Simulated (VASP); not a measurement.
Write the native input for VASP 6.6.1 that does the following.

* Task: single point
* Functional: PBE
* Potentials or basis: VASP PAW PBE potentials, release 64 (Si, N)
* Cutoff: 520 eV
* k mesh: 4 × 4 × 9
* Occupations: fermi-dirac, width 0.01 eV
* Spin: no spin polarisation
* Dipole correction: no
* Further INCAR settings: ALGO = Normal; EDIFF = 1e-06; NBANDS = 45

The structure of Si3N4 lies in POSCAR:

```
Si3N4
1.0
    7.6170000000      0.0000000000      0.0000000000
   -3.8085000000      6.5965155006      0.0000000000
    0.0000000000      0.0000000000      2.9134000000
Si N
6 8
Direct
    0.1740481901      0.7679425833      0.2500000000
    0.4061056068      0.1740481901      0.7500000000
    0.2320574167      0.4061056068      0.2500000000
    0.8259518099      0.2320574167      0.7500000000
    0.5938943932      0.8259518099      0.2500000000
    0.7679425833      0.5938943932      0.7500000000
    0.3333333333      0.6666666667      0.2500000000
    0.6666666667      0.3333333333      0.7500000000
    0.3297880494      0.0299998878      0.2500000000
    0.2997881616      0.3297880494      0.7500000000
    0.9700001122      0.2997881616      0.2500000000
    0.6702119506      0.9700001122      0.7500000000
    0.7002118384      0.6702119506      0.2500000000
    0.0299998878      0.7002118384      0.7500000000
```

One way to write it, as run:

INCAR

```
SYSTEM = Si3N4
PREC = Accurate
ENCUT = 520
EDIFF = 1E-6
ISMEAR = -1
SIGMA = 0.01
LREAL = .FALSE.
LASPH = .TRUE.
NELM = 100
ALGO = Normal
ISIF = 2
LWAVE = .FALSE.
LCHARG = .FALSE.
GGA = PE
NBANDS = 45
```

KPOINTS

```
regular mesh
0
G
  4 4 9
  0 0 0
```

Potentials or basis: VASP PAW PBE potentials, release 64 (Si, N).

Run with:

```console
$ cat potpaw_PBE.64/Si/POTCAR potpaw_PBE.64/N/POTCAR > POTCAR
$ mpirun -np 1 vasp_std > vasp.out
```

Results of the run:

```json
{
  "Pressure": "3.7 GPa",
  "Largest force": "0.004 eV/Å",
  "Band gap on the k mesh": "4.31 eV, indirect (least direct gap 4.49 eV)"
}
```

Wall time 5.1 min on 1 thread of AMD EPYC 7R13 (shared host), peak memory 0.28 GiB.
